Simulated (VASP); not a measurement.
The system is Al2O3.

```
Al O
1.0
     3.01748    0.00000    0.00000
    -1.50874    2.61322    0.00000
     0.00000    0.00000    7.57464
Al O
2 3
Direct
  0.00000 0.00000 0.27795
  0.00000 0.00000 0.72205
  0.33333 0.66667 0.19945
  0.66667 0.33333 0.80055
  0.00000 0.00000 0.50000
```

Base run:

```yaml
Program: VASP 6.6.1
Functional: BLYP
Potentials_or_basis: VASP PAW PBE potentials, release 64 (Al, O)
Cutoff: 520 eV
k_mesh: 12 × 12 × 4
Occupations: gaussian, width 0.01 eV
Spin: no spin polarisation
```

Its results: band gap on the k mesh 2.46 eV; pressure 2.0 GPa; largest force 0.140 eV/Å.

**Question.** The run is repeated on the same cell with these changes: functional from BLYP to LDA; potentials or basis from VASP PAW PBE potentials, release 64 (Al, O) to VASP PAW LDA potentials, release 64 (Al, O). What comes out?

**Answer.** Band gap on the k mesh 2.19 eV; pressure -7.6 GPa; largest force 0.430 eV/Å.

Caveats: the PAW data sets were made with another functional, which shifts forces and pressure a little (at least some runs); the cell stands under tension (at least some runs).

A k mesh can miss the band edges.
